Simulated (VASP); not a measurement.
Here is a VASP 6.6.1 calculation.

The input INCAR:

```
SYSTEM = CoO
PREC = Accurate
ENCUT = 1340
EDIFF = 1E-6
ISMEAR = 0
SIGMA = 0.05
LREAL = .False.
LASPH = .True.
NELM = 200
ALGO = Normal
ISIF = 2
LWAVE = .False.
LCHARG = .False.
ISPIN = 2
MAGMOM = 3 0
LORBIT = 11
LMAXMIX = 4
LDAU = .True.
LDAUTYPE = 2
LDAUL = 2 -1
LDAUU = 4 0
LDAUJ = 0 0
LDAUPRINT = 1
NBANDS = 22
GGA_COMPAT = .False.
```

The input KPOINTS:

```
regular mesh
0
Gamma
  8 8 8
  0 0 0
```

POSCAR

```
CoO
1.0
    0.0000000000      2.1315016600      2.1315016600
    2.1315016600      0.0000000000      2.1315016600
    2.1315016600      2.1315016600      0.0000000000
Co O
1 1
Direct
    0.0000000000      0.0000000000      0.0000000000
    0.5000000000      0.5000000000      0.5000000000
```

Potentials or basis: VASP PAW LDA potentials, release 64 (Co_sv, O_h).

Run with:

```sh
$ cat potpaw_LDA.64/Co_sv/POTCAR potpaw_LDA.64/O_h/POTCAR > POTCAR
$ mpirun -np 1 vasp_std > vasp.out
```

Question: What does it give for the pressure?

Answer: -16.8 GPa.

Question: Predict the net moment.

Answer: 3.00 μB per cell.

Question: Estimate the band gap on the k mesh.

Answer: Zero (filled and empty bands overlap).

Eigenvalues of the final occupation matrices:
```tsv
site	spin	trace	eigenvalues
site 1 d	1	4.69	0.92 0.92 0.92 0.96 0.96
site 1 d	2	2.03	0.11 0.11 0.60 0.60 0.60
```

Caveat: the cell stands under tension; a cell with one magnetic atom can't hold antiferromagnetic order, which such compounds often take. The state reached can hang on the start; a lower one may exist.
